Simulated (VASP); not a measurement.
# MgO (I4/mmm) in VASP: a series of runs

The runs below take MgO through single point, with PBE.

Program: VASP 6.6.1. These are calculated values, not measurements. Logs are shortened: lines on timing, memory, paths and dates and some standing lists are left out, and cuts for length are marked.

**1. The cell of the first run**

Symmetry: I4/mmm, No. 139, tetragonal system. The conventional cell has a = 3.008 Å, b = 3.008 Å, c = 4.126 Å, α = 90.00°, β = 90.00°, γ = 90.00°. Mg (site symmetry 4/mmm) has 6 O at 2.06 to 2.13 Å within 2.7 Å. Within 2.7 Å of O (site symmetry 4/mmm) lie 6 Mg at 2.06 to 2.13 Å.

**2. Single point, PBE (strain -0.0300 x Voigt [0, 0, 1, 0, 0, 0])**

INCAR reads:

```
SYSTEM = MgO
PREC = Accurate
ENCUT = 520
EDIFF = 1E-6
ISMEAR = 0
SIGMA = 0.05
LREAL = .FALSE.
LASPH = .TRUE.
NELM = 100
ALGO = Normal
ISIF = 2
LWAVE = .FALSE.
LCHARG = .TRUE.
GGA = PE
LELF = .TRUE.
LVHAR = .TRUE.
NBANDS = 11
```

KPOINTS reads:

```
regular mesh
0
G
  10 10 10
  0 0 0
```

POSCAR reads:

```
MgO
1.0
    0.0000000000      2.1269229054      2.0631152182
    2.1269229054      0.0000000000      2.0631152182
    2.1269229054      2.1269229054      0.0000000000
Mg O
1 1
Direct
    0.0000000000      0.0000000000      0.0000000000
    0.5000000000      0.5000000000      0.5000000000
```

Potentials or basis: VASP PAW PBE potentials, release 64 (Mg, O).

The run is started by

```sh
> cat potpaw_PBE.64/Mg/POTCAR potpaw_PBE.64/O/POTCAR > POTCAR
> mpirun -np 1 vasp_std > vasp.out
```

OUTCAR:

```text
SYSTEM = MgO
   PREC = Accurate
   ENCUT = 520
   EDIFF = 1E-6
   ISMEAR = 0
   LREAL = .FALSE.
   LASPH = .TRUE.
   NELM = 100
   ISIF = 2
   GGA = PE

 ion  position               nearest neighbor table
   1  0.000  0.000  0.000-   2 2.06   2 2.06   2 2.13   2 2.13   2 2.13   2 2.13
   2  0.500  0.500  0.500-   1 2.06   1 2.06   1 2.13   1 2.13   1 2.13   1 2.13

  LATTYP: Found a body centered tetragonal cell.
 ALAT       =     3.0079232189
 C/A-ratio  =     1.3717871555

  Lattice vectors:

 A1 = (   0.0000000000,  -2.1269229054,  -2.0631152182)
 A2 = (   0.0000000000,   2.1269229054,  -2.0631152182)
 A3 = (   2.1269229054,   0.0000000000,   2.0631152182)

Analysis of symmetry for initial positions (statically):
=====================================================================
 Subroutine PRICEL returns:
 Original cell was already a primitive cell.

 Routine SETGRP: Setting up the symmetry group for a
 body centered tetragonal supercell.

 Subroutine GETGRP returns: Found 16 space group operations
 (whereof 16 operations were pure point group operations)
 out of a pool of 16 trial point group operations.

The static configuration has the point symmetry D_4h.

Analysis of symmetry for dynamics (positions and initial velocities):
=====================================================================
 Subroutine PRICEL returns:
 Original cell was already a primitive cell.

 Routine SETGRP: Setting up the symmetry group for a
 body centered tetragonal supercell.

 Subroutine GETGRP returns: Found 16 space group operations
 (whereof 16 operations were pure point group operations)
 out of a pool of 16 trial point group operations.

The dynamic configuration has the point symmetry D_4h.

 Subroutine INISYM returns: Found 16 space group operations
 (whereof 16 operations are pure point group operations),
 and found     1 'primitive' translations

----------------------------------------------------------------------------------------

                                     Primitive cell

  volume of cell :      18.6662

  direct lattice vectors                    reciprocal lattice vectors
     0.000000000  2.126922905  2.063115218    -0.235081393  0.235081393  0.242351952
     2.126922905  0.000000000  2.063115218     0.235081393 -0.235081393  0.242351952
     2.126922905  2.126922905  0.000000000     0.235081393  0.235081393 -0.242351952

  length of vectors
     2.963147895  2.963147895  3.007923219     0.411413407  0.411413407  0.411413407

  position of ions in fractional coordinates (direct lattice)
[... 83 lines left out ...]
   IBRION =     -1    ionic relax: 0-MD 1-quasi-New 2-CG
   NFREE  =      0    steps in history (QN), initial steepest desc. (CG)
   ISIF   =      2    stress and relaxation
   ISYM   =      2    0-nonsym 1-usesym 2-fastsym
   POTIM  = 0.5000    time-step for ionic-motion
   TEBEG  =    0.0;   TEEND  =   0.0 temperature during run
   PSTRESS=    0.0 pullay stress
   NELECT =       8.0000    total number of electrons
   NUPDOWN=      -1.0000    fix difference up-down
   EMIN   =  10.00;   EMAX   =-10.00  energy-range for DOS
   EFERMI =   0.00;   METHOD = LEGACY
   ISMEAR =     0;   SIGMA  =   0.05  broadening in eV -4-tet -1-fermi 0-gaus
   EFERMI_NEDOS =   21; number of points for ismear=-14 and -15
   IALGO  =     38    algorithm
   IMIX   =      4    mixing-type and parameters
     AMIX     =   0.40;   BMIX     =  1.00
     AMIX_MAG =   1.60;   BMIX_MAG =  1.00
  volume/ion in A,a.u.               =       9.33        62.98
  Fermi-wavevector in a.u.,A,eV,Ry     =   1.234296  2.332480 20.728279  1.523486
  Thomas-Fermi vector in A             =   2.368991
   LORBIT       =      0    0 simple, 1 ext, 2 COOP (PROOUT), +10 PAW based schemes
   GGA     = PE    functional components
   LHFCALC =     F    Hartree Fock is set to
   AEXX    =    0.0000 exact exchange contribution
   IVDW    =     0    specifies the selected vdW correction
   LEPSILON=     F    determine dielectric tensor
   LRPA    =     F    only Hartree local field effects (RPA)
 non-spin polarized calculation
 Gauss-broadening in eV      SIGMA  =   0.05
  energy-cutoff  :      520.00
  volume of cell :       18.67
 maximum number of plane-waves:       531
 NGX is ok and might be reduce to    24
   NGX = 11   NGY = 11   NGZ = 11

 number of electron       8.0000004 magnetization

 Free energy of the ion-electron system (eV)
  ---------------------------------------------------
  ext. energy  EPLUGINS =         0.00000000
  ---------------------------------------------------
  free energy    TOTEN  =       -11.89714824 eV

  energy without entropy =      -11.89714824  energy(sigma->0) =      -11.89714824

 E-fermi :   3.5338     XC(G=0): -11.0812

 val. band max:        3.2146205472   @ k =   0.0000   0.0000   0.0000
 cond. band min:       7.9204053241   @ k =   0.0000   0.0000   0.0000
 fundamental gap:      4.7057847769
 Fermi energy:         3.5337790325

 k-point     1 :       0.0000    0.0000    0.0000
  band No.  band energies     occupation
      1     -14.0772      2.00000
      2       3.1439      2.00000
      3       3.2146      2.00000
      4       3.2146      2.00000
      5       7.9204      0.00000
      6      18.9019      0.00000
      7      18.9019      0.00000
      8      19.2204      0.00000
      9      22.9290      0.00000
     10      24.1964      0.00000
     11      25.2112      0.00000
[... 309 lines left out ...]
 k-point    24 :       0.4000    0.3000    0.0000
  band No.  band energies     occupation
      1     -12.7921      2.00000
      2      -0.3695      2.00000
      3       1.8435      2.00000
      4       2.0391      2.00000
      5      12.7386      0.00000
      6      13.2265      0.00000
      7      17.1085      0.00000
      8      21.1534      0.00000
      9      21.4093      0.00000
     10      27.8465      0.00000
     11      30.5373      0.00000

 [... further k-points ...]
[... 5 lines left out ...]
  --------------------------------------------------------------------------------------
  -------------------------------------------------------------------------------------
  Total        0.2461552      0.2461552      1.0475555      0.0000000     -0.0000000      0.0000000
  in kB       21.1282034     21.1282034     89.9146897      0.0000000     -0.0000000      0.0000000
  external PRESSURE =      44.0570322 kB  Pullay stress =       0.0000000 kB

 VOLUME and BASIS-vectors are now :
 -----------------------------------------------------------------------------
  energy-cutoff  :      520.00
  volume of cell :       18.67
      direct lattice vectors                 reciprocal lattice vectors
     0.000000000  2.126922905  2.063115218    -0.235081393  0.235081393  0.242351952
     2.126922905  0.000000000  2.063115218     0.235081393 -0.235081393  0.242351952
     2.126922905  2.126922905  0.000000000     0.235081393  0.235081393 -0.242351952

 POSITION                                       TOTAL-FORCE (eV/Angst)
 -----------------------------------------------------------------------------------
      0.00000      0.00000      0.00000         0.000000      0.000000     -0.000000
      2.12692      2.12692      2.06312        -0.000000      0.000000      0.000000
 -----------------------------------------------------------------------------------
    total drift:                               -0.000000     -0.000000      0.000000

  FREE ENERGIE OF THE ION-ELECTRON SYSTEM (eV)
  ---------------------------------------------------
  free  energy   TOTEN  =       -11.8971482417 eV

  energy  without entropy=      -11.8971482417  energy(sigma->0) =      -11.89714824
```

OSZICAR:

```text
N       E                     dE             d eps       ncg     rms          rms(c)
DAV:   1     0.133239810219E+02    0.13324E+02   -0.46388E+03  2596   0.647E+02
DAV:   2    -0.129051795867E+02   -0.26229E+02   -0.25588E+02  2613   0.134E+02
DAV:   3    -0.134617795990E+02   -0.55660E+00   -0.55612E+00  2697   0.168E+01
DAV:   4    -0.134631016615E+02   -0.13221E-02   -0.13220E-02  2460   0.951E-01
DAV:   5    -0.134631060007E+02   -0.43393E-05   -0.43393E-05  2679   0.530E-02    0.723E+00
DAV:   6    -0.119143620919E+02    0.15487E+01   -0.87947E+00  2346   0.163E+01    0.222E+00
DAV:   7    -0.119027860507E+02    0.11576E-01   -0.54763E-02  2487   0.210E+00    0.134E+00
DAV:   8    -0.118975233136E+02    0.52627E-02   -0.27575E-02  2385   0.187E+00    0.236E-01
DAV:   9    -0.118971518492E+02    0.37146E-03   -0.57770E-04  2568   0.167E-01    0.132E-01
DAV:  10    -0.118971463593E+02    0.54898E-05   -0.49152E-04  2538   0.164E-01    0.886E-03
DAV:  11    -0.118971483545E+02   -0.19952E-05   -0.24955E-06  2610   0.134E-02    0.529E-03
DAV:  12    -0.118971482417E+02    0.11281E-06   -0.49706E-07  1455   0.554E-03
   1 F= -.11897148E+02 E0= -.11897148E+02  d E =-.113792E-21
```

Run time: 11 s. Hardware: 1 thread of Intel Xeon Platinum 8559C (Emerald Rapids), shared host; peak memory 0.15 GiB.

What came out:

- Free energy: -11.8971 eV
- Pressure: 4.4 GPa
- Band gap on the k mesh: 4.71 eV, direct

Stress tensor (GPa, compression positive):
```
2.11 0.00 0.00
0.00 2.11 0.00
0.00 0.00 8.99
```

Caveat: the cell differs from its parent crystal (strain -0.0300 x Voigt [0, 0, 1, 0, 0, 0]).

**3. Single point, PBE (strain -0.0150 x Voigt [0, 0, 1, 0, 0, 0])**

INCAR reads:

```
  PREC = Accurate
  ENCUT = 520
  EDIFF = 1E-7
  ISMEAR = 0
  SIGMA = 0.05
  LREAL = F
  LASPH = T
  NELM = 60
  ALGO = Normal
  ISIF = 2
  LWAVE = F
  LCHARG = F
  GGA = PE
  NBANDS = 11
```

KPOINTS reads:

```
regular mesh
0
Gamma
  10 10 10
```

POSCAR reads:

```
MgO
1.0
    0.0000000000      2.1269229054      2.0950190618
    2.1269229054      0.0000000000      2.0950190618
    2.1269229054      2.1269229054      0.0000000000
Mg O
1 1
Direct
    0.0000000000      0.0000000000      0.0000000000
    0.5000000000      0.5000000000      0.5000000000
```

Potentials or basis: VASP PAW PBE potentials, release 64 (Mg, O).

The run is started by

```sh
> cat potpaw_PBE.64/Mg/POTCAR potpaw_PBE.64/O/POTCAR > POTCAR
> mpirun -np 1 vasp_std > vasp.out
```

Wall time 15 s (1 thread of Intel Xeon Platinum 8559C (Emerald Rapids), shared host); peak memory 0.15 GiB.

It converged, with:

```yaml
Free_energy: -11.9088 eV
Pressure: 1.7 GPa
Band_gap_on_the_k_mesh: 4.57 eV, direct
```

Stress tensor (GPa, compression positive):
```
0.65 0.00 0.00
0.00 0.65 0.00
0.00 0.00 3.69
```

Levels at points of the mesh, in eV from the valence-band top:
| k point | band 2 | band 3 | band 4 | band 5 | band 6 | band 7 |
| --- | --- | --- | --- | --- | --- | --- |
| (0.00, 0.00, 0.00) | -0.03 | 0.00 | 0.00 | 4.57 | 15.66 | 15.66 |
| (0.50, 0.00, 0.00) | -4.56 | -0.66 | -0.63 | 7.79 | 12.43 | 15.98 |
| (0.50, 0.50, 0.00) | -4.00 | -1.38 | -1.38 | 8.99 | 9.79 | 13.07 |
| (0.50, 0.00, 0.50) | -4.05 | -1.36 | -1.27 | 9.15 | 9.81 | 12.87 |

Caveat: the cell differs from its parent crystal (strain -0.0150 x Voigt [0, 0, 1, 0, 0, 0]).
